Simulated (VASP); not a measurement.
# Sn (Fd-3m) in VASP: single point with HSE06

Aim: the single point of Sn with HSE06.

All numbers are computed with VASP 6.6.1; they aren't measurements. Logs are shortened: lines on timing, memory, paths and dates and some standing lists are left out, and cuts for length are marked.

## Step 1: The cell of the first run

Symmetry: Fd-3m, No. 227, cubic system. The conventional cell has a = 6.594 Å, b = 6.594 Å, c = 6.594 Å, α = 90.00°, β = 90.00°, γ = 90.00°. Within 3.8 Å of Sn (site symmetry -43m) lie 4 Sn at 2.86 Å.

This isn't the form of Sn at room conditions, which is tetragonal (white tin).

## Step 2: Single point, HSE06 (strain +0.4%)

POSCAR reads:

```
Sn
1.0
    0.0000000000      3.2969407276      3.2969407276
    3.2969407276      0.0000000000      3.2969407276
    3.2969407276      3.2969407276      0.0000000000
Sn
2
Direct
    0.0000000000      0.0000000000      0.0000000000
    0.2500000000      0.2500000000      0.2500000000
```

INCAR.step1 reads:

```
PREC     = Accurate       # precision mode
ENCUT    = 520            # plane-wave cutoff, eV
EDIFF    = 1E-5           # SCF threshold, eV
ISMEAR   = -1             # smearing method
SIGMA    = 0.02           # smearing width, eV
LREAL    = False          # projectors in reciprocal space
LASPH    = True           # aspherical terms in the spheres
NELM     = 60             # most SCF steps
ALGO     = Normal         # electronic algorithm
ISIF     = 2              # what is computed and relaxed
LWAVE    = True           # write WAVECAR
LCHARG   = False          # write CHGCAR
NBANDS   = 21             # bands
GGA      = PE             # functional
```

INCAR.step2 reads:

```
PREC     = Accurate       # precision mode
ENCUT    = 520            # plane-wave cutoff, eV
EDIFF    = 1E-7           # SCF threshold, eV
ISMEAR   = -1             # smearing method
SIGMA    = 0.02           # smearing width, eV
LREAL    = False          # projectors in reciprocal space
LASPH    = True           # aspherical terms in the spheres
NELM     = 60             # most SCF steps
ALGO     = Normal         # electronic algorithm
ISIF     = 2              # what is computed and relaxed
LWAVE    = False          # write WAVECAR
LCHARG   = False          # write CHGCAR
GGA      = PE             # functional
LHFCALC  = True           # exact exchange
HFSCREEN = 0.2079         # screening, 1/A
PRECFOCK = Normal       
NBANDS   = 21             # bands
ISTART   = 1
```

KPOINTS reads:

```
regular mesh
0
Gamma
  4 4 4
```

Potentials or basis: VASP PAW PBE potentials, release 64 (Sn_d).

Started as:

```sh
$ cat potpaw_PBE.64/Sn_d/POTCAR > POTCAR
$ cp INCAR.step1 INCAR
$ mpirun -np 1 vasp_std > vasp.out
$ cp INCAR.step2 INCAR
$ mpirun -np 1 vasp_std > vasp.out
```

OUTCAR:

```text
PREC = Accurate
   ENCUT = 520
   EDIFF = 1E-7
   ISMEAR = -1
   LREAL = False
   LASPH = True
   NELM = 60
   ISIF = 2
   GGA = PE
   LHFCALC = True
   HFSCREEN = 0.2079
   PRECFOCK = Normal
   ISTART = 1

 ion  position               nearest neighbor table
   1  0.000  0.000  0.000-   2 2.86   2 2.86   2 2.86   2 2.86
   2  0.250  0.250  0.250-   1 2.86   1 2.86   1 2.86   1 2.86

  LATTYP: Found a face centered cubic cell.
 ALAT       =     6.5938814552

  Lattice vectors:

 A1 = (   0.0000000000,   3.2969407276,   3.2969407276)
 A2 = (   3.2969407276,   0.0000000000,   3.2969407276)
 A3 = (   3.2969407276,   3.2969407276,   0.0000000000)

Analysis of symmetry for initial positions (statically):
=====================================================================
 Subroutine PRICEL returns:
 Original cell was already a primitive cell.

 Routine SETGRP: Setting up the symmetry group for a
 face centered cubic supercell.

 Subroutine GETGRP returns: Found 48 space group operations
 (whereof 24 operations were pure point group operations)
 out of a pool of 48 trial point group operations.

The static configuration has the point symmetry T_d .
 The point group associated with its full space group is O_h .

Analysis of symmetry for dynamics (positions and initial velocities):
=====================================================================
 Subroutine PRICEL returns:
 Original cell was already a primitive cell.

 Routine SETGRP: Setting up the symmetry group for a
 face centered cubic supercell.

 Subroutine GETGRP returns: Found 48 space group operations
 (whereof 24 operations were pure point group operations)
 out of a pool of 48 trial point group operations.

The dynamic configuration has the point symmetry T_d .
 The point group associated with its full space group is O_h .

 Subroutine INISYM returns: Found 48 space group operations
 (whereof 24 operations are pure point group operations),
 and found     1 'primitive' translations

----------------------------------------------------------------------------------------

                                     Primitive cell

  volume of cell :      71.6743

  direct lattice vectors                    reciprocal lattice vectors
     0.000000000  3.296940728  3.296940728    -0.151655744  0.151655744  0.151655744
     3.296940728  0.000000000  3.296940728     0.151655744 -0.151655744  0.151655744
     3.296940728  3.296940728  0.000000000     0.151655744  0.151655744 -0.151655744

  length of vectors
     4.662578291  4.662578291  4.662578291     0.262675454  0.262675454  0.262675454

  position of ions in fractional coordinates (direct lattice)
     0.000000000  0.000000000  0.000000000
     0.250000000  0.250000000  0.250000000

  ion indices of the primitive-cell ions
   primitive index   ion index
                 1           1
                 2           2

----------------------------------------------------------------------------------------

 KPOINTS: regular mesh

Automatic generation of k-mesh.
 Grid dimensions read from file:
 generate k-points for:    4    4    4

 Generating k-lattice:

  Cartesian coordinates                     Fractional coordinates (reciprocal lattice)
    -0.037913936  0.037913936  0.037913936     0.250000000  0.000000000  0.000000000
     0.037913936 -0.037913936  0.037913936     0.000000000  0.250000000  0.000000000
     0.037913936  0.037913936 -0.037913936     0.000000000  0.000000000  0.250000000

  Length of vectors
     0.065668864  0.065668864  0.065668864

  Shift w.r.t. Gamma in fractional coordinates (k-lattice)
     0.000000000  0.000000000  0.000000000

 Subroutine IBZKPT returns following result:
 ===========================================

 Found      8 irreducible k-points:

 Following reciprocal coordinates:
            Coordinates               Weight
  0.000000  0.000000  0.000000      1.000000
  0.250000  0.000000  0.000000      8.000000
  0.500000  0.000000  0.000000      4.000000
  0.250000  0.250000  0.000000      6.000000
  0.500000  0.250000  0.000000     24.000000
 -0.250000  0.250000  0.000000     12.000000
  0.500000  0.500000  0.000000      3.000000
 -0.250000  0.500000  0.250000      6.000000
   k-points           NKPTS =      8   k-points in BZ     NKDIM =     64   number of bands    NBANDS=     21
   number of dos      NEDOS =    301   number of ions     NIONS =      2
   total plane-waves  NPLWV =  46656
   dimension x,y,z NGX =    36 NGY =   36 NGZ =   36
   dimension x,y,z NGXF=    72 NGYF=   72 NGZF=   72
   ions per type =               2
   NGX,Y,Z   is equivalent  to a cutoff of  12.84, 12.84, 12.84 a.u.
   NGXF,Y,Z  is equivalent  to a cutoff of  25.67, 25.67, 25.67 a.u.
 SYSTEM =  unknown system
   PREC   = accura    normal or accurate (medium, high low for compatibility)
   ISTART =      1    job   : 0-new  1-cont  2-samecut
   ICHARG =      0    charge: 1-file 2-atom 10-const
   ISPIN  =      1    spin polarized calculation?
   LNONCOLLINEAR =      F non collinear calculations
   LSORBIT =      F    spin-orbit coupling
   LASPH  =      T    aspherical Exc in radial PAW
   ENCUT  =  520.0 eV  38.22 Ry    6.18 a.u.   8.67  8.67  8.67*2*pi/ulx,y,z
   NELM   =     60;   NELMIN=  2; NELMDL=  0     # of ELM steps
   EDIFF  = 0.1E-06   stopping-criterion for ELM
   LREAL  =      F    real-space projection
   EDIFFG = 0.1E-05   stopping-criterion for IOM
   NSW    =      0    number of steps for IOM
   IBRION =     -1    ionic relax: 0-MD 1-quasi-New 2-CG
   NFREE  =      0    steps in history (QN), initial steepest desc. (CG)
   ISIF   =      2    stress and relaxation
   ISYM   =      3    0-nonsym 1-usesym 2-fastsym
   POTIM  = 0.5000    time-step for ionic-motion
   TEBEG  =    0.0;   TEEND  =   0.0 temperature during run
   PSTRESS=    0.0 pullay stress
   NELECT =      28.0000    total number of electrons
   NUPDOWN=      -1.0000    fix difference up-down
   EMIN   =  10.00;   EMAX   =-10.00  energy-range for DOS
   EFERMI =   0.00;   METHOD = LEGACY
   ISMEAR =    -1;   SIGMA  =   0.02  broadening in eV -4-tet -1-fermi 0-gaus
   EFERMI_NEDOS =   21; number of points for ismear=-14 and -15
   IALGO  =     38    algorithm
   IMIX   =      1    mixing-type and parameters
     AMIX     =   0.40;   BMIX     =  1.00
     AMIX_MAG =   1.60;   BMIX_MAG =  1.00
  volume/ion in A,a.u.               =      35.84       241.84
  Fermi-wavevector in a.u.,A,eV,Ry     =   1.196758  2.261545 19.486671  1.432230
  Thomas-Fermi vector in A             =   2.332690
   LORBIT       =      0    0 simple, 1 ext, 2 COOP (PROOUT), +10 PAW based schemes
   GGA     = PE    functional components
   LHFCALC =     T    Hartree Fock is set to
   PRECFOCK=normal    Normal, Fast or Accurate (Low or Medium for compatibility)
   ENCUT4O =  -1.0   cutoff for four orbital integrals eV
   NKREDX  =     1    reduce k-point grid by
   NKREDY  =     1    reduce k-point grid by
   NKREDZ  =     1    reduce k-point grid by
   AEXX    =    0.2500 exact exchange contribution
   HFSCREEN=    0.2079 screening length (either q_TF or 0.3 A-1)
   HFSCREENC=   0.2079 screening length for correlation (either q_TF or 0.3 A-1)
   ENCUTFOCK=  -1.0 apply spherical cutoff to Coloumb kernel
   IVDW    =     0    specifies the selected vdW correction
   LEPSILON=     F    determine dielectric tensor
   LRPA    =     F    only Hartree local field effects (RPA)
 non-spin polarized calculation
  energy-cutoff  :      520.00
  volume of cell :       71.67
 maximum number of plane-waves:      1964
 NGX is ok and might be reduce to    36
  NGX = 28; NGY = 28; NGZ = 28

 number of electron      27.9999988 magnetization

 Free energy of the ion-electron system (eV)
  ---------------------------------------------------
  ext. energy  EPLUGINS =         0.00000000
  ---------------------------------------------------
  free energy    TOTEN  =        -8.87102178 eV

  energy without entropy =       -8.86982829  energy(sigma->0) =       -8.87042503

 E-fermi :   5.0021     XC(G=0):  -7.2312

 val. band max:        4.9881962498   @ k =   0.0000   0.0000   0.0000
 cond. band min:       5.2883551107   @ k =   0.5000   0.0000   0.0000
 fundamental gap:      0.3001588609
 Fermi energy:         5.0020575803

 k-point     1 :       0.0000    0.0000    0.0000
  band No.  band energies     occupation
      1     -18.7882      2.00000
      2     -18.7882      2.00000
      3     -18.7882      2.00000
      4     -18.7354      2.00000
      5     -18.7354      2.00000
      6     -18.4536      2.00000
[... 13 lines left out ...]
     20      13.4540      0.00000
     21      13.4540      0.00000

 k-point     2 :       0.2500    0.0000    0.0000
  band No.  band energies     occupation
      1     -18.8123      2.00000
      2     -18.8123      2.00000
      3     -18.7768      2.00000
      4     -18.6987      2.00000
      5     -18.6987      2.00000
      6     -18.4926      2.00000
[... 13 lines left out ...]
     20      12.3939      0.00000
     21      12.3939      0.00000

 k-point     3 :       0.5000    0.0000    0.0000
  band No.  band energies     occupation
      1     -18.8224      2.00000
      2     -18.8224      2.00000
      3     -18.7645      2.00000
      4     -18.6796      2.00000
      5     -18.6796      2.00000
      6     -18.5065      2.00000
[... 13 lines left out ...]
     20      14.4016      0.00000
     21      14.4520      0.00000

 k-point     4 :       0.2500    0.2500    0.0000
  band No.  band energies     occupation
      1     -18.8144      2.00000
      2     -18.8144      2.00000
      3     -18.7918      2.00000
      4     -18.6919      2.00000
      5     -18.6467      2.00000
      6     -18.5704      2.00000
[... 13 lines left out ...]
     20      13.5498      0.00000
     21      14.1877      0.00000

 k-point     5 :       0.5000    0.2500    0.0000
  band No.  band energies     occupation
      1     -18.8492      2.00000
      2     -18.8310      2.00000
      3     -18.7347      2.00000
      4     -18.6463      2.00000
      5     -18.6200      2.00000
      6     -18.5950      2.00000
[... 13 lines left out ...]
     20      14.6565      0.00000
     21      14.8100      0.00000

 k-point     6 :      -0.2500    0.2500    0.0000
  band No.  band energies     occupation
      1     -18.8433      2.00000
      2     -18.8324      2.00000
      3     -18.7295      2.00000
      4     -18.6770      2.00000
      5     -18.6432      2.00000
      6     -18.5474      2.00000
[... 13 lines left out ...]
     20      13.2164      0.00000
     21      15.0112      0.00000

 k-point     7 :       0.5000    0.5000    0.0000
  band No.  band energies     occupation
      1     -18.8366      2.00000
      2     -18.8366      2.00000
      3     -18.7126      2.00000
      4     -18.7125      2.00000
      5     -18.5880      2.00000
      6     -18.5880      2.00000
[... 13 lines left out ...]
     20      14.8418      0.00000
     21      15.9467      0.00000

 k-point     8 :      -0.2500    0.5000    0.2500
  band No.  band energies     occupation
      1     -18.8525      2.00000
      2     -18.8525      2.00000
      3     -18.6604      2.00000
      4     -18.6604      2.00000
      5     -18.5959      2.00000
      6     -18.5959      2.00000
[... 13 lines left out ...]
     20      14.6257      0.00000
     21      15.8428      0.00000

------------------------ aborting loop because EDIFF is reached ----------------------------------------

  FORCE on cell =-STRESS in cart. coord.  units (eV):
  Direction    XX          YY          ZZ          XY          YZ          ZX
  --------------------------------------------------------------------------------------
  -------------------------------------------------------------------------------------
  Total       -0.1290972     -0.1290972     -0.1290972      0.0000000      0.0000000      0.0000000
  in kB       -2.8857859     -2.8857859     -2.8857859      0.0000000      0.0000000      0.0000000
  external PRESSURE =      -2.8857859 kB  Pullay stress =       0.0000000 kB

 VOLUME and BASIS-vectors are now :
 -----------------------------------------------------------------------------
  energy-cutoff  :      520.00
  volume of cell :       71.67
      direct lattice vectors                 reciprocal lattice vectors
     0.000000000  3.296940728  3.296940728    -0.151655744  0.151655744  0.151655744
     3.296940728  0.000000000  3.296940728     0.151655744 -0.151655744  0.151655744
     3.296940728  3.296940728  0.000000000     0.151655744  0.151655744 -0.151655744

 POSITION                                       TOTAL-FORCE (eV/Angst)
 -----------------------------------------------------------------------------------
      0.00000      0.00000      0.00000         0.000000      0.000000     -0.000000
      1.64847      1.64847      1.64847        -0.000000     -0.000000      0.000000
 -----------------------------------------------------------------------------------
    total drift:                               -0.000000      0.000000     -0.000000

  FREE ENERGIE OF THE ION-ELECTRON SYSTEM (eV)
  ---------------------------------------------------
  free  energy   TOTEN  =        -8.8710217765 eV

  energy  without entropy=       -8.8698282881  energy(sigma->0) =       -8.87042503
```

It took 53 min on 1 thread of Oxide Virtual Turin-like, shared host; peak memory 0.28 GiB.

What came out:

- Free energy: -8.8710 eV
- Pressure: -0.3 GPa
- Band gap on the k mesh: zero (filled and empty bands touch)

Levels at points of the mesh, in eV from the Fermi level:
```csv
k point,band 10,band 11,band 12,band 13,band 14,band 15,band 16,band 17,band 18,band 19
"(0.00, 0.00, 0.00)",-23.45,-11.45,-0.51,-0.01,-0.01,-0.01,2.58,2.58,2.58,5.55
"(0.50, 0.00, 0.00)",-23.40,-9.73,-6.77,-1.25,-1.25,0.29,3.69,3.69,6.23,9.02
"(0.50, 0.50, 0.00)",-23.39,-8.14,-8.14,-2.63,-2.63,1.21,1.21,8.33,8.33,9.84
```

Caveat: the k points lie up to 0.41 Å⁻¹ apart; the cell differs from its parent crystal (strain +0.4%); the PAW data sets were made with another functional, which shifts forces and pressure a little; spin-orbit coupling is left out, which moves the levels of the heavy elements.

The gap in the log of VASP goes by the Fermi energy; the results here count the filled bands.